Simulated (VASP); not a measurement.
# I (Im-3m) in VASP: further runs

I is run at these levels: PBEsol; tasks: single point.

All numbers are computed with VASP 6.6.1; they aren't measurements. Logs are shortened: lines on timing, memory, paths and dates and some standing lists are left out, and cuts for length are marked.

## Step 1: The cell of the first run

It takes space group Im-3m (No. 229, cubic). The conventional cell has a = 4.179 Å, b = 4.179 Å, c = 4.179 Å, α = 90.00°, β = 90.00°, γ = 90.00°. Within 4.8 Å of I (site symmetry m-3m) lie 14 I at 3.62 to 4.18 Å.

## Step 2: Single point, PBEsol

Contents of INCAR:

```
SYSTEM = I
ALGO = Normal
EDIFF = 1E-7
ENCUT = 520
GGA = PS
ISIF = 2
ISMEAR = 1
LASPH = .TRUE.
LCHARG = .FALSE.
LREAL = .FALSE.
LWAVE = .FALSE.
NBANDS = 10
NELM = 60
PREC = Accurate
SIGMA = 0.05
```

Contents of KPOINTS:

```
k-points
0
G
  10 10 10
  0 0 0
```

Contents of POSCAR:

```
I
1.0
   -2.0893800000      2.0893800000      2.0893800000
    2.0893800000     -2.0893800000      2.0893800000
    2.0893800000      2.0893800000     -2.0893800000
I
1
Direct
    0.0000000000      0.0000000000      0.0000000000
```

Potentials or basis: VASP PAW PBE potentials, release 64 (I).

Launch:

```bash
cat potpaw_PBE.64/I/POTCAR > POTCAR
mpirun -np 1 vasp_std > vasp.out
```

OUTCAR:

```text
SYSTEM = I
   EDIFF = 1E-7
   ENCUT = 520
   GGA = PS
   ISIF = 2
   ISMEAR = 1
   LASPH = .TRUE.
   LREAL = .FALSE.
   NELM = 60
   PREC = Accurate

 ion  position               nearest neighbor table
   1  0.000  0.000  0.000-

  LATTYP: Found a body centered cubic cell.
 ALAT       =     4.1787600000

  Lattice vectors:

 A1 = (  -2.0893800000,   2.0893800000,   2.0893800000)
 A2 = (   2.0893800000,  -2.0893800000,   2.0893800000)
 A3 = (   2.0893800000,   2.0893800000,  -2.0893800000)

Analysis of symmetry for initial positions (statically):
=====================================================================
 Subroutine PRICEL returns:
 Original cell was already a primitive cell.

 Routine SETGRP: Setting up the symmetry group for a
 body centered cubic supercell.

 Subroutine GETGRP returns: Found 48 space group operations
 (whereof 48 operations were pure point group operations)
 out of a pool of 48 trial point group operations.

The static configuration has the point symmetry O_h .

Analysis of symmetry for dynamics (positions and initial velocities):
=====================================================================
 Subroutine PRICEL returns:
 Original cell was already a primitive cell.

 Routine SETGRP: Setting up the symmetry group for a
 body centered cubic supercell.

 Subroutine GETGRP returns: Found 48 space group operations
 (whereof 48 operations were pure point group operations)
 out of a pool of 48 trial point group operations.

The dynamic configuration has the point symmetry O_h .

 Subroutine INISYM returns: Found 48 space group operations
 (whereof 48 operations are pure point group operations),
 and found     1 'primitive' translations

----------------------------------------------------------------------------------------

                                     Primitive cell

  volume of cell :      36.4848

  direct lattice vectors                    reciprocal lattice vectors
    -2.089380000  2.089380000  2.089380000     0.000000000  0.239305440  0.239305440
     2.089380000 -2.089380000  2.089380000     0.239305440  0.000000000  0.239305440
     2.089380000  2.089380000 -2.089380000     0.239305440  0.239305440  0.000000000

  length of vectors
     3.618912316  3.618912316  3.618912316     0.338428999  0.338428999  0.338428999

  position of ions in fractional coordinates (direct lattice)
     0.000000000  0.000000000  0.000000000

  ion indices of the primitive-cell ions
   primitive index   ion index
                 1           1

----------------------------------------------------------------------------------------

 KPOINTS: k-points

Automatic generation of k-mesh.
 Grid dimensions read from file:
 generate k-points for:   10   10   10

 Generating k-lattice:

  Cartesian coordinates                     Fractional coordinates (reciprocal lattice)
     0.000000000  0.023930544  0.023930544     0.100000000  0.000000000  0.000000000
     0.023930544  0.000000000  0.023930544     0.000000000  0.100000000  0.000000000
     0.023930544  0.023930544  0.000000000     0.000000000  0.000000000  0.100000000

  Length of vectors
     0.033842900  0.033842900  0.033842900

  Shift w.r.t. Gamma in fractional coordinates (k-lattice)
     0.000000000  0.000000000  0.000000000

 Subroutine IBZKPT returns following result:
 ===========================================

 Found     47 irreducible k-points:

 Following reciprocal coordinates:
            Coordinates               Weight
  0.000000  0.000000  0.000000      1.000000
  0.100000  0.000000  0.000000     12.000000
  0.200000  0.000000  0.000000     12.000000
  0.300000  0.000000  0.000000     12.000000
  0.400000  0.000000  0.000000     12.000000
  0.500000  0.000000  0.000000      6.000000
[... 16 lines left out ...]
  0.300000  0.300000  0.100000      8.000000
 -0.300000  0.300000  0.100000     24.000000
 [... further k-points ...]
   k-points           NKPTS =     47   k-points in BZ     NKDIM =     47   number of bands    NBANDS=     10
   number of dos      NEDOS =    301   number of ions     NIONS =      1
   total plane-waves  NPLWV =  21952
   dimension x,y,z NGX =    28 NGY =   28 NGZ =   28
   dimension x,y,z NGXF=    56 NGYF=   56 NGZF=   56
   ions per type =               1
   NGX,Y,Z   is equivalent  to a cutoff of  12.86, 12.86, 12.86 a.u.
   NGXF,Y,Z  is equivalent  to a cutoff of  25.73, 25.73, 25.73 a.u.
 SYSTEM =  I
   PREC   = accura    normal or accurate (medium, high low for compatibility)
   ISTART =      0    job   : 0-new  1-cont  2-samecut
   ICHARG =      2    charge: 1-file 2-atom 10-const
   ISPIN  =      1    spin polarized calculation?
   LNONCOLLINEAR =      F non collinear calculations
   LSORBIT =      F    spin-orbit coupling
   LASPH  =      T    aspherical Exc in radial PAW
   ENCUT  =  520.0 eV  38.22 Ry    6.18 a.u.   6.73  6.73  6.73*2*pi/ulx,y,z
   NELM   =     60;   NELMIN=  2; NELMDL= -5     # of ELM steps
   EDIFF  = 0.1E-06   stopping-criterion for ELM
   LREAL  =      F    real-space projection
   EDIFFG = 0.1E-05   stopping-criterion for IOM
   NSW    =      0    number of steps for IOM
   IBRION =     -1    ionic relax: 0-MD 1-quasi-New 2-CG
   NFREE  =      0    steps in history (QN), initial steepest desc. (CG)
   ISIF   =      2    stress and relaxation
   ISYM   =      2    0-nonsym 1-usesym 2-fastsym
   POTIM  = 0.5000    time-step for ionic-motion
   TEBEG  =    0.0;   TEEND  =   0.0 temperature during run
   PSTRESS=    0.0 pullay stress
   NELECT =       7.0000    total number of electrons
   NUPDOWN=      -1.0000    fix difference up-down
   EMIN   =  10.00;   EMAX   =-10.00  energy-range for DOS
   EFERMI =   0.00;   METHOD = LEGACY
   ISMEAR =     1;   SIGMA  =   0.05  broadening in eV -4-tet -1-fermi 0-gaus
   EFERMI_NEDOS =   21; number of points for ismear=-14 and -15
   IALGO  =     38    algorithm
   IMIX   =      4    mixing-type and parameters
     AMIX     =   0.40;   BMIX     =  1.00
     AMIX_MAG =   1.60;   BMIX_MAG =  1.00
  volume/ion in A,a.u.               =      36.48       246.21
  Fermi-wavevector in a.u.,A,eV,Ry     =   0.944213  1.784304 12.130119  0.891539
  Thomas-Fermi vector in A             =   2.071996
   LORBIT       =      0    0 simple, 1 ext, 2 COOP (PROOUT), +10 PAW based schemes
   GGA     = PS    functional components
   LHFCALC =     F    Hartree Fock is set to
   AEXX    =    0.0000 exact exchange contribution
   IVDW    =     0    specifies the selected vdW correction
   LEPSILON=     F    determine dielectric tensor
   LRPA    =     F    only Hartree local field effects (RPA)
 non-spin polarized calculation
 Methfessel and Paxton  Order N= 1 SIGMA  =   0.05
  energy-cutoff  :      520.00
  volume of cell :       36.48
 maximum number of plane-waves:       994
   NGX = 13   NGY = 13   NGZ = 13

 number of electron       7.0000000 magnetization

 Free energy of the ion-electron system (eV)
  ---------------------------------------------------
  ext. energy  EPLUGINS =         0.00000000
  ---------------------------------------------------
  free energy    TOTEN  =        -1.33304290 eV

  energy without entropy =       -1.33378424  energy(sigma->0) =       -1.33329001

 E-fermi :   3.9615     XC(G=0):  -9.0900

 val. band max:        3.9262225543   @ k =  -0.2000   0.2000   0.1000
 cond. band min:       3.9718190466   @ k =  -0.2000   0.3000   0.1000
 fundamental gap:      0.0455964923
 Fermi energy:         3.9614969896

 k-point     1 :       0.0000    0.0000    0.0000
  band No.  band energies     occupation
      1      -9.3303      2.00000
      2       4.7857     -0.00000
      3       4.7857     -0.00000
      4       4.7857     -0.00000
      5      10.6269      0.00000
      6      13.7260      0.00000
      7      13.7261      0.00000
      8      13.7261      0.00000
      9      15.9127      0.00000
     10      15.9127      0.00000

 k-point     2 :       0.1000    0.0000    0.0000
  band No.  band energies     occupation
      1      -9.2263      2.00000
      2       4.0717     -0.00782
      3       4.5907     -0.00000
      4       4.7571     -0.00000
      5      11.2110      0.00000
      6      13.2172      0.00000
      7      13.4116      0.00000
      8      14.2171      0.00000
      9      15.1036      0.00000
     10      15.4313      0.00000

 k-point     3 :       0.2000    0.0000    0.0000
  band No.  band energies     occupation
      1      -8.9335      2.00000
      2       2.6111      2.00000
      3       4.1389     -0.00001
      4       4.6804     -0.00000
      5      11.2571      0.00000
      6      12.3819      0.00000
      7      13.7022      0.00000
      8      15.1597      0.00000
      9      15.5515      0.00000
     10      15.5693      0.00000

 k-point     4 :       0.3000    0.0000    0.0000
  band No.  band energies     occupation
      1      -8.5185      2.00000
      2       1.1409      2.00000
      3       3.6639      2.00000
      4       4.5817     -0.00000
      5      10.4244      0.00000
      6      11.6990      0.00000
      7      14.8923      0.00000
      8      15.3712      0.00000
      9      16.9876      0.00000
     10      17.4781      0.00000
[... 222 lines left out ...]
 k-point    22 :      -0.2000    0.2000    0.1000
  band No.  band energies     occupation
      1      -8.8362      2.00000
      2       2.5819      2.00000
      3       3.9262      1.92355
      4       4.2152     -0.00000
      5      11.8226      0.00000
      6      12.7730      0.00000
      7      12.8655      0.00000
      8      14.3916      0.00000
      9      15.1841      0.00000
     10      17.2979      0.00000

 k-point    23 :       0.3000    0.3000    0.1000
  band No.  band energies     occupation
      1      -7.7729      2.00000
      2       0.9286      2.00000
      3       0.9286      2.00000
      4       3.0154      2.00000
      5      12.1728      0.00000
      6      14.6545      0.00000
      7      14.6545      0.00000
      8      17.7882      0.00000
      9      17.7882      0.00000
     10      19.6545      0.00000

 k-point    24 :      -0.3000    0.3000    0.1000
  band No.  band energies     occupation
      1      -8.4297      2.00000
      2       1.2048      2.00000
      3       3.4421      2.00000
      4       4.1352     -0.00001
      5      10.8764      0.00000
      6      12.2198      0.00000
      7      13.0881      0.00000
      8      16.0485      0.00000
      9      17.1221      0.00000
     10      17.9953      0.00000

 [... further k-points ...]

------------------------ aborting loop because EDIFF is reached ----------------------------------------

  FORCE on cell =-STRESS in cart. coord.  units (eV):
  Direction    XX          YY          ZZ          XY          YZ          ZX
  --------------------------------------------------------------------------------------
  -------------------------------------------------------------------------------------
  Total       -0.5943679     -0.5943679     -0.5943679      0.0000000     -0.0000000     -0.0000000
  in kB      -26.1007897    -26.1007897    -26.1007897      0.0000000     -0.0000000     -0.0000000
  external PRESSURE =     -26.1007897 kB  Pullay stress =       0.0000000 kB

 VOLUME and BASIS-vectors are now :
 -----------------------------------------------------------------------------
  energy-cutoff  :      520.00
  volume of cell :       36.48
      direct lattice vectors                 reciprocal lattice vectors
    -2.089380000  2.089380000  2.089380000     0.000000000  0.239305440  0.239305440
     2.089380000 -2.089380000  2.089380000     0.239305440  0.000000000  0.239305440
     2.089380000  2.089380000 -2.089380000     0.239305440  0.239305440  0.000000000

 POSITION                                       TOTAL-FORCE (eV/Angst)
 -----------------------------------------------------------------------------------
      0.00000      0.00000      0.00000         0.000000      0.000000      0.000000
 -----------------------------------------------------------------------------------
    total drift:                                0.000000      0.000000     -0.000000

  FREE ENERGIE OF THE ION-ELECTRON SYSTEM (eV)
  ---------------------------------------------------
  free  energy   TOTEN  =        -1.3330428963 eV

  energy  without entropy=       -1.3337842406  energy(sigma->0) =       -1.33329001
```

Wall time 12 s (1 thread of Intel Xeon Platinum 8259CL at 2.50GHz (Skylake/Cascade Lake), shared host); peak memory 0.16 GiB.

What came out:

```
Free energy : -1.3330 eV
Pressure    : -2.6 GPa
```

Levels at points of the mesh, in eV from the Fermi level:
| k point | band 2 | band 3 | band 4 | band 5 | band 6 | band 7 |
| --- | --- | --- | --- | --- | --- | --- |
| (0.00, 0.00, 0.00) | 0.82 | 0.82 | 0.82 | 6.67 | 9.76 | 9.76 |
| (0.50, 0.00, 0.00) | -4.32 | -0.75 | 0.51 | 5.67 | 7.17 | 12.69 |
| (0.50, 0.50, 0.50) | -2.51 | -2.51 | -2.51 | 4.47 | 4.47 | 15.97 |

Caveat: the PAW data sets were made with another functional, which shifts forces and pressure a little; spin-orbit coupling is left out, which moves the levels of the heavy elements; an odd number of electrons without spin polarisation forces a metal; a magnetic or distorted state may lie lower.

## Step 3: Single point, PBEsol

Contents of INCAR:

```
PREC     = Accurate       # precision mode
ENCUT    = 520            # plane-wave cutoff, eV
EDIFF    = 1E-6           # SCF threshold, eV
ISMEAR   = 1              # smearing method
SIGMA    = 0.05           # smearing width, eV
LREAL    = False          # projectors in reciprocal space
LASPH    = True           # aspherical terms in the spheres
NELM     = 80             # most SCF steps
ALGO     = Normal         # electronic algorithm
ISIF     = 2              # what is computed and relaxed
LWAVE    = False          # write WAVECAR
LCHARG   = False          # write CHGCAR
GGA      = PS             # functional
NBANDS   = 10             # bands
```

Contents of KPOINTS:

```
regular mesh
0
Gamma
  10 10 10
```

POSCAR is that of step 2.

Potentials or basis: VASP PAW PBE potentials, release 64 (I).

Launch:

```bash
cat potpaw_PBE.64/I/POTCAR > POTCAR
mpirun -np 1 vasp_std > vasp.out
```

Run time: 9.4 s. Hardware: 1 thread of Intel Xeon Platinum 8259CL at 2.50GHz (Skylake/Cascade Lake), shared host; peak memory 0.16 GiB.

Results (log left out):

| Property | Result |
| --- | --- |
| Free energy | -1.3330 eV |
| Pressure | -2.6 GPa |

Levels at points of the mesh, in eV from the Fermi level:
| k point | band 2 | band 3 | band 4 | band 5 | band 6 | band 7 |
| --- | --- | --- | --- | --- | --- | --- |
| (0.00, 0.00, 0.00) | 0.82 | 0.82 | 0.82 | 6.67 | 9.76 | 9.76 |
| (0.50, 0.00, 0.00) | -4.32 | -0.75 | 0.51 | 5.67 | 7.17 | 12.69 |
| (0.50, 0.50, 0.50) | -2.51 | -2.51 | -2.51 | 4.47 | 4.47 | 15.97 |

Caveat: the PAW data sets were made with another functional, which shifts forces and pressure a little; spin-orbit coupling is left out, which moves the levels of the heavy elements; an odd number of electrons without spin polarisation forces a metal; a magnetic or distorted state may lie lower.
